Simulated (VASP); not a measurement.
# GaP (F-43m) in VASP: further runs

The runs below take GaP through single point, with PBE, PBEsol.

Program: VASP 6.6.1. These are calculated values, not measurements. Logs are shortened: lines on timing, memory, paths and dates and some standing lists are left out, and cuts for length are marked.

**What was measured.**

From “Stacking defects in GaP nanowires: Electronic structure and optical properties”, 2018, arxiv:1810.01194, for a bulk crystal of GaP at 10 K: band gap 2.34 eV (indirect).

How close the calculation comes is told below.

## Step 1: The cell of the first run

The structure is cubic, space group F-43m (No. 216). Conventional cell: a = 5.451 Å, b = 5.451 Å, c = 5.451 Å, α = 90.00°, β = 90.00°, γ = 90.00°. Ga (site symmetry -43m) has 4 P at 2.36 Å within 3.1 Å. P (site symmetry -43m) has 4 Ga at 2.36 Å within 3.1 Å.

## Step 2: Single point, PBE

Contents of INCAR:

```
SYSTEM = GaP
ALGO = Normal ; EDIFF = 1E-6
ENCUT = 500 ; GGA = PE
GGA_COMPAT = .False. ; ISIF = 2
ISMEAR = -1 ; LASPH = .True.
LCHARG = .False. ; LREAL = .False.
LWAVE = .False. ; NBANDS = 16
NELM = 120 ; PREC = Accurate
SIGMA = 0.02
```

Contents of KPOINTS:

```
k-points
0
Gamma
  8 8 8
  0 0 0
```

Contents of POSCAR:

```
GaP
1.0
    0.0000000000      2.7252500000      2.7252500000
    2.7252500000      0.0000000000      2.7252500000
    2.7252500000      2.7252500000      0.0000000000
Ga P
1 1
Direct
    0.0000000000      0.0000000000      0.0000000000
    0.7500000000      0.7500000000      0.7500000000
```

Potentials or basis: VASP PAW PBE potentials, release 64 (Ga_d, P).

Launch:

```console
cat potpaw_PBE.64/Ga_d/POTCAR potpaw_PBE.64/P/POTCAR > POTCAR
mpirun -np 1 vasp_std > vasp.out
```

OUTCAR:

```text
SYSTEM = GaP
   EDIFF = 1E-6
   ENCUT = 500
   GGA = PE
   ISIF = 2
   ISMEAR = -1
   LASPH = .True.
   LREAL = .False.
   NELM = 120
   PREC = Accurate

 ion  position               nearest neighbor table
   1  0.000  0.000  0.000-   2 2.36   2 2.36   2 2.36   2 2.36
   2  0.750  0.750  0.750-   1 2.36   1 2.36   1 2.36   1 2.36

  LATTYP: Found a face centered cubic cell.
 ALAT       =     5.4505000000

  Lattice vectors:

 A1 = (   0.0000000000,   2.7252500000,   2.7252500000)
 A2 = (   2.7252500000,   0.0000000000,   2.7252500000)
 A3 = (   2.7252500000,   2.7252500000,   0.0000000000)

Analysis of symmetry for initial positions (statically):
[... 5 lines left out ...]
 face centered cubic supercell.

 Subroutine GETGRP returns: Found 24 space group operations
 (whereof 24 operations were pure point group operations)
 out of a pool of 48 trial point group operations.

The static configuration has the point symmetry T_d .

Analysis of symmetry for dynamics (positions and initial velocities):
[... 5 lines left out ...]
 face centered cubic supercell.

 Subroutine GETGRP returns: Found 24 space group operations
 (whereof 24 operations were pure point group operations)
 out of a pool of 48 trial point group operations.

The dynamic configuration has the point symmetry T_d .

 Subroutine INISYM returns: Found 24 space group operations
 (whereof 24 operations are pure point group operations),
 and found     1 'primitive' translations

----------------------------------------------------------------------------------------

                                     Primitive cell

  volume of cell :      40.4808

  direct lattice vectors                    reciprocal lattice vectors
     0.000000000  2.725250000  2.725250000    -0.183469406  0.183469406  0.183469406
     2.725250000  0.000000000  2.725250000     0.183469406 -0.183469406  0.183469406
     2.725250000  2.725250000  0.000000000     0.183469406  0.183469406 -0.183469406

  length of vectors
     3.854085511  3.854085511  3.854085511     0.317778334  0.317778334  0.317778334

  position of ions in fractional coordinates (direct lattice)
     0.000000000  0.000000000  0.000000000
     0.750000000  0.750000000  0.750000000

  ion indices of the primitive-cell ions
   primitive index   ion index
                 1           1
                 2           2

----------------------------------------------------------------------------------------

 KPOINTS: k-points

Automatic generation of k-mesh.
 Grid dimensions read from file:
 generate k-points for:    8    8    8

 Generating k-lattice:

  Cartesian coordinates                     Fractional coordinates (reciprocal lattice)
    -0.022933676  0.022933676  0.022933676     0.125000000  0.000000000  0.000000000
     0.022933676 -0.022933676  0.022933676     0.000000000  0.125000000  0.000000000
     0.022933676  0.022933676 -0.022933676     0.000000000  0.000000000  0.125000000

  Length of vectors
     0.039722292  0.039722292  0.039722292

  Shift w.r.t. Gamma in fractional coordinates (k-lattice)
     0.000000000  0.000000000  0.000000000

 Subroutine IBZKPT returns following result:
 ===========================================

 Found     29 irreducible k-points:

 Following reciprocal coordinates:
            Coordinates               Weight
  0.000000  0.000000  0.000000      1.000000
  0.125000  0.000000  0.000000      8.000000
  0.250000  0.000000  0.000000      8.000000
  0.375000  0.000000  0.000000      8.000000
  0.500000  0.000000  0.000000      4.000000
  0.125000  0.125000  0.000000      6.000000
[... 16 lines left out ...]
  0.500000  0.250000  0.125000     48.000000
 -0.375000  0.250000  0.125000     24.000000
 [... further k-points ...]
   k-points           NKPTS =     29   k-points in BZ     NKDIM =     29   number of bands    NBANDS=     16
   number of dos      NEDOS =    301   number of ions     NIONS =      2
   total plane-waves  NPLWV =  21952
   dimension x,y,z NGX =    28 NGY =   28 NGZ =   28
   dimension x,y,z NGXF=    56 NGYF=   56 NGZF=   56
   ions per type =               1   1
   NGX,Y,Z   is equivalent  to a cutoff of  12.08, 12.08, 12.08 a.u.
   NGXF,Y,Z  is equivalent  to a cutoff of  24.16, 24.16, 24.16 a.u.
 SYSTEM =  GaP
   PREC   = accura    normal or accurate (medium, high low for compatibility)
   ISTART =      0    job   : 0-new  1-cont  2-samecut
   ICHARG =      2    charge: 1-file 2-atom 10-const
   ISPIN  =      1    spin polarized calculation?
   LNONCOLLINEAR =      F non collinear calculations
   LSORBIT =      F    spin-orbit coupling
   LASPH  =      T    aspherical Exc in radial PAW
   ENCUT  =  500.0 eV  36.75 Ry    6.06 a.u.   7.03  7.03  7.03*2*pi/ulx,y,z
   NELM   =    120;   NELMIN=  2; NELMDL= -5     # of ELM steps
   EDIFF  = 0.1E-05   stopping-criterion for ELM
   LREAL  =      F    real-space projection
   EDIFFG = 0.1E-04   stopping-criterion for IOM
   NSW    =      0    number of steps for IOM
   IBRION =     -1    ionic relax: 0-MD 1-quasi-New 2-CG
   NFREE  =      0    steps in history (QN), initial steepest desc. (CG)
   ISIF   =      2    stress and relaxation
   ISYM   =      2    0-nonsym 1-usesym 2-fastsym
   POTIM  = 0.5000    time-step for ionic-motion
   TEBEG  =    0.0;   TEEND  =   0.0 temperature during run
   PSTRESS=    0.0 pullay stress
   NELECT =      18.0000    total number of electrons
   NUPDOWN=      -1.0000    fix difference up-down
   EMIN   =  10.00;   EMAX   =-10.00  energy-range for DOS
   EFERMI =   0.00;   METHOD = LEGACY
   ISMEAR =    -1;   SIGMA  =   0.02  broadening in eV -4-tet -1-fermi 0-gaus
   EFERMI_NEDOS =   21; number of points for ismear=-14 and -15
   IALGO  =     38    algorithm
   IMIX   =      4    mixing-type and parameters
     AMIX     =   0.40;   BMIX     =  1.00
     AMIX_MAG =   1.60;   BMIX_MAG =  1.00
  volume/ion in A,a.u.               =      20.24       136.59
  Fermi-wavevector in a.u.,A,eV,Ry     =   1.249538  2.361284 21.243377  1.561344
  Thomas-Fermi vector in A             =   2.383574
   LORBIT       =      0    0 simple, 1 ext, 2 COOP (PROOUT), +10 PAW based schemes
   GGA     = PE    functional components
   LHFCALC =     F    Hartree Fock is set to
   AEXX    =    0.0000 exact exchange contribution
   IVDW    =     0    specifies the selected vdW correction
   LEPSILON=     F    determine dielectric tensor
   LRPA    =     F    only Hartree local field effects (RPA)
 non-spin polarized calculation
  energy-cutoff  :      500.00
  volume of cell :       40.48
 maximum number of plane-waves:      1056
   NGX = 13   NGY = 13   NGZ = 13

 number of electron      18.0000016 magnetization

 Free energy of the ion-electron system (eV)
  ---------------------------------------------------
  ext. energy  EPLUGINS =         0.00000000
  ---------------------------------------------------
  free energy    TOTEN  =        -9.11601204 eV

  energy without entropy =       -9.11601204  energy(sigma->0) =       -9.11601204

 E-fermi :   5.0881     XC(G=0):  -9.8330

 val. band max:        4.6523083579   @ k =   0.0000   0.0000   0.0000
 cond. band min:       6.2940676101   @ k =   0.3750   0.3750   0.0000
 fundamental gap:      1.6417592522
 Fermi energy:         5.0880789959

 k-point     1 :       0.0000    0.0000    0.0000
  band No.  band energies     occupation
      1      -9.8986      2.00000
      2      -9.8986      2.00000
      3      -9.8986      2.00000
      4      -9.7989      2.00000
      5      -9.7989      2.00000
      6      -7.8395      2.00000
[... 8 lines left out ...]
     15      14.4398      0.00000
     16      14.4398      0.00000

 k-point     2 :       0.1250    0.0000    0.0000
  band No.  band energies     occupation
      1      -9.9123      2.00000
      2      -9.8939      2.00000
      3      -9.8939      2.00000
      4      -9.7989      2.00000
      5      -9.7989      2.00000
      6      -7.6370      2.00000
[... 8 lines left out ...]
     15      13.8172      0.00000
     16      14.3544      0.00000

 k-point     3 :       0.2500    0.0000    0.0000
  band No.  band energies     occupation
      1      -9.9424      2.00000
      2      -9.8839      2.00000
      3      -9.8839      2.00000
      4      -9.7976      2.00000
      5      -9.7976      2.00000
      6      -7.0635      2.00000
[... 8 lines left out ...]
     15      13.6346      0.00000
     16      14.5812      0.00000

 k-point     4 :       0.3750    0.0000    0.0000
  band No.  band energies     occupation
      1      -9.9696      2.00000
      2      -9.8762      2.00000
      3      -9.8762      2.00000
      4      -9.7939      2.00000
      5      -9.7939      2.00000
      6      -6.2637      2.00000
[... 8 lines left out ...]
     15      14.8317      0.00000
     16      14.8317      0.00000

 k-point     5 :       0.5000    0.0000    0.0000
  band No.  band energies     occupation
      1      -9.9802      2.00000
      2      -9.8738      2.00000
      3      -9.8738      2.00000
      4      -9.7915      2.00000
      5      -9.7915      2.00000
      6      -5.7735      2.00000
[... 8 lines left out ...]
     15      16.3396      0.00000
     16      16.3396      0.00000

 k-point     6 :       0.1250    0.1250    0.0000
  band No.  band energies     occupation
      1      -9.9211      2.00000
      2      -9.8894      2.00000
      3      -9.8894      2.00000
      4      -9.8030      2.00000
      5      -9.7957      2.00000
      6      -7.5699      2.00000
[... 8 lines left out ...]
     15      14.6842      0.00000
     16      14.7213      0.00000

 k-point     7 :       0.2500    0.1250    0.0000
  band No.  band energies     occupation
      1      -9.9449      2.00000
      2      -9.8809      2.00000
      3      -9.8789      2.00000
      4      -9.8060      2.00000
      5      -9.7927      2.00000
      6      -7.1189      2.00000
[... 8 lines left out ...]
     15      14.6800      0.00000
     16      15.7909      0.00000

 k-point     8 :       0.3750    0.1250    0.0000
  band No.  band energies     occupation
      1      -9.9686      2.00000
      2      -9.8743      2.00000
      3      -9.8702      2.00000
      4      -9.8043      2.00000
      5      -9.7899      2.00000
      6      -6.3764      2.00000
[... 8 lines left out ...]
     15      15.5008      0.00000
     16      15.5401      0.00000

 k-point     9 :       0.5000    0.1250    0.0000
  band No.  band energies     occupation
      1      -9.9815      2.00000
      2      -9.8714      2.00000
      3      -9.8672      2.00000
      4      -9.7983      2.00000
      5      -9.7902      2.00000
      6      -5.6946      2.00000
[... 8 lines left out ...]
     15      16.3422      0.00000
     16      16.6103      0.00000
[... 172 lines left out ...]
 k-point    19 :       0.5000    0.3750    0.0000
  band No.  band energies     occupation
      1     -10.0083      2.00000
      2      -9.8429      2.00000
      3      -9.8383      2.00000
      4      -9.8274      2.00000
      5      -9.7803      2.00000
      6      -5.0904      2.00000
[... 8 lines left out ...]
     15      16.6699      0.00000
     16      17.8809      0.00000

 k-point    20 :      -0.3750    0.3750    0.0000
  band No.  band energies     occupation
      1     -10.0003      2.00000
      2      -9.8527      2.00000
      3      -9.8424      2.00000
      4      -9.8180      2.00000
      5      -9.7866      2.00000
      6      -4.9098      2.00000
[... 8 lines left out ...]
     15      15.0646      0.00000
     16      19.3526      0.00000

 k-point    21 :       0.5000    0.5000    0.0000
  band No.  band energies     occupation
      1     -10.0162      2.00000
      2      -9.8346      2.00000
      3      -9.8334      2.00000
      4      -9.8334      2.00000
      5      -9.7771      2.00000
      6      -4.8742      2.00000
[... 8 lines left out ...]
     15      17.0506      0.00000
     16      17.6510      0.00000

 k-point    22 :       0.3750    0.2500    0.1250
  band No.  band energies     occupation
      1      -9.9656      2.00000
      2      -9.8719      2.00000
      3      -9.8680      2.00000
      4      -9.8096      2.00000
      5      -9.7898      2.00000
      6      -6.5757      2.00000
[... 8 lines left out ...]
     15      15.7740      0.00000
     16      17.0757      0.00000

 k-point    23 :       0.5000    0.2500    0.1250
  band No.  band energies     occupation
      1      -9.9810      2.00000
      2      -9.8682      2.00000
      3      -9.8588      2.00000
      4      -9.8075      2.00000
      5      -9.7899      2.00000
      6      -5.8223      2.00000
[... 8 lines left out ...]
     15      16.1966      0.00000
     16      17.4870      0.00000

 k-point    24 :      -0.3750    0.2500    0.1250
  band No.  band energies     occupation
      1      -9.9867      2.00000
      2      -9.8677      2.00000
      3      -9.8556      2.00000
      4      -9.8040      2.00000
      5      -9.7916      2.00000
      6      -5.3676      2.00000
[... 8 lines left out ...]
     15      16.6573      0.00000
     16      17.1621      0.00000

 [... further k-points ...]
[... 5 lines left out ...]
  --------------------------------------------------------------------------------------
  -------------------------------------------------------------------------------------
  Total        0.6096238      0.6096238      0.6096238      0.0000000      0.0000000     -0.0000000
  in kB       24.1281172     24.1281172     24.1281172      0.0000000      0.0000000     -0.0000000
  external PRESSURE =      24.1281172 kB  Pullay stress =       0.0000000 kB

 VOLUME and BASIS-vectors are now :
 -----------------------------------------------------------------------------
  energy-cutoff  :      500.00
  volume of cell :       40.48
      direct lattice vectors                 reciprocal lattice vectors
     0.000000000  2.725250000  2.725250000    -0.183469406  0.183469406  0.183469406
     2.725250000  0.000000000  2.725250000     0.183469406 -0.183469406  0.183469406
     2.725250000  2.725250000  0.000000000     0.183469406  0.183469406 -0.183469406

 POSITION                                       TOTAL-FORCE (eV/Angst)
 -----------------------------------------------------------------------------------
      0.00000      0.00000      0.00000         0.000000      0.000000      0.000000
      4.08788      4.08788      4.08788        -0.000000     -0.000000     -0.000000
 -----------------------------------------------------------------------------------
    total drift:                               -0.000001     -0.000001     -0.000001

  FREE ENERGIE OF THE ION-ELECTRON SYSTEM (eV)
  ---------------------------------------------------
  free  energy   TOTEN  =        -9.1160120401 eV

  energy  without entropy=       -9.1160120401  energy(sigma->0) =       -9.11601204
```

Run time: 8.1 s. Hardware: 1 thread of Intel Xeon 6975P-C (Granite Rapids), shared host; peak memory 0.15 GiB.

What came out:

- Free energy: -9.1160 eV
- Pressure: 2.4 GPa
- Band gap on the k mesh: 1.64 eV, indirect (least direct gap 1.83 eV)

Levels at points of the mesh, in eV from the valence-band top:
```csv
k point,band 5,band 6,band 7,band 8,band 9,band 10,band 11,band 12,band 13,band 14
"(0.00, 0.00, 0.00)",-14.45,-12.49,0.00,0.00,0.00,1.83,3.89,3.89,3.89,8.81
"(0.50, 0.00, 0.00)",-14.44,-10.43,-6.63,-1.12,-1.12,1.67,4.72,4.72,8.29,10.89
"(0.50, 0.50, 0.00)",-14.43,-9.53,-6.75,-2.68,-2.68,1.65,1.82,10.60,10.60,11.20
```

## Step 3: Single point, PBEsol

Contents of INCAR:

```
SYSTEM = GaP
  ALGO = Normal
  EDIFF = 1E-6
  ENCUT = 500
  GGA = PS
  GGA_COMPAT = .False.
  ISIF = 2
  ISMEAR = -1
  LASPH = .True.
  LCHARG = .False.
  LREAL = .False.
  LWAVE = .False.
  NBANDS = 16
  NELM = 120
  PREC = Accurate
  SIGMA = 0.05
```

Contents of KPOINTS:

```
k-points
0
Gamma
  7 7 7
  0 0 0
```

POSCAR is that of step 2.

Potentials or basis: VASP PAW PBE potentials, release 64 (Ga_d, P).

Launch:

```console
cat potpaw_PBE.64/Ga_d/POTCAR potpaw_PBE.64/P/POTCAR > POTCAR
mpirun -np 1 vasp_std > vasp.out
```

It took 17 s on 1 thread of Intel Xeon Platinum 8375C at 2.90GHz (Ice Lake), shared host; peak memory 0.15 GiB.

The run converged. Its results:

```
Free energy            : -9.9165 eV
Pressure               : -0.6 GPa
Band gap on the k mesh : 1.46 eV, indirect (least direct gap 1.75 eV)
```

Levels at points of the mesh, in eV from the valence-band top:
| k point | band 7 | band 8 | band 9 | band 10 | band 11 | band 12 |
| --- | --- | --- | --- | --- | --- | --- |
| (0.00, 0.00, 0.00) | 0.00 | 0.00 | 0.00 | 1.75 | 3.83 | 3.83 |

Caveat: the PAW data sets were made with another functional, which shifts forces and pressure a little.

(Part 1 of 2 ends here.)
